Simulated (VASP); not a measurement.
Write the native input for VASP 6.6.1 that does the following.

* Task: single point
* Functional: PBE
* Potentials or basis: VASP PAW PBE potentials, release 64 (Lu, Os, Ge_d)
* Cutoff: 520 eV
* k mesh: 3 × 3 × 3
* Occupations: methfessel-paxton, width 0.15 eV
* Spin: collinear spin, zero start
* Starting moments: [0.0, 0.0, 0.0, 0.0, 0.0, 0.0, 0.0, 0.0, 0.0, 0.0, 0.0, 0.0, 0.0] μB
* Dipole correction: no
* Further INCAR settings: ALGO = Normal; EDIFF = 1e-06; NBANDS = 94

The structure of LuGe6Os6 lies in POSCAR:

```
LuGe6Os6
1.0
    5.9644650000      0.2891730000      0.4386630000
   -0.1680360000      5.1506500000     -1.5615760000
   -0.2303970000      0.0376950000      6.3751280000
Lu Os Ge
1 6 6
Direct
    0.0939325341      0.6215534936      0.2170512170
    0.4524160313      0.5117499495      0.8716440306
    0.0142804249      0.1337947481      0.1685254592
    0.2257730428      0.3515102544      0.5146900104
    0.4361609290      0.9733345847      0.8677081097
    0.8120716825      0.3808438560      0.6163519893
    0.7541149359      0.8204013716      0.5136489451
    0.5094739003      0.5046023653      0.2837705523
    0.4055431398      0.9633492284      0.4460583794
    0.7707154095      0.7934508466      0.9510096841
    0.7278967858      0.2568008111      0.9735722319
    0.1167397815      0.2934195254      0.8551990589
    0.0791398604      0.8116047993      0.7019930968
```

The input as run:

INCAR

```
SYSTEM = LuGe6Os6
  PREC = Accurate
  ENCUT = 520
  EDIFF = 1E-6
  ISMEAR = 1
  SIGMA = 0.15
  LREAL = .False.
  LASPH = .True.
  NELM = 150
  ALGO = Normal
  ISIF = 2
  LWAVE = .False.
  LCHARG = .False.
  ISPIN = 2
  MAGMOM = 0 0 0 0 0 0 0 0 0 0 0 0 0
  LORBIT = 11
  LMAXMIX = 4
  GGA = PE
  NBANDS = 94
  LUSENCCL = .False.
```

KPOINTS

```
Automatic mesh
0
Gamma
  3 3 3
  0 0 0
```

Potentials or basis: VASP PAW PBE potentials, release 64 (Lu, Os, Ge_d).

Command:

```sh
$ cat potpaw_PBE.64/Lu/POTCAR potpaw_PBE.64/Os/POTCAR potpaw_PBE.64/Ge_d/POTCAR > POTCAR
$ mpirun -np 1 vasp_std > vasp.out
```

It gave:

| Quantity | Value |
| --- | --- |
| Pressure | 34.9 GPa |
| Largest force | 3.818 eV/Å |
| Net moment | 0.00 μB per cell |
| Valence electrons inside the program's atomic spheres | Lu 23.84; Os 7.70, 7.47, 7.75, 7.58, 7.28, 7.53; Ge 12.55, 12.61, 12.69, 12.83, 12.88, 12.62 |

Caveat: the k points lie up to 0.41 Å⁻¹ apart.

It took 6.4 min on 1 × NVIDIA H100 80GB with 1 thread of AMD EPYC 7R13 Processor (Zen 3) (shared host), peak memory 1.6 GiB.
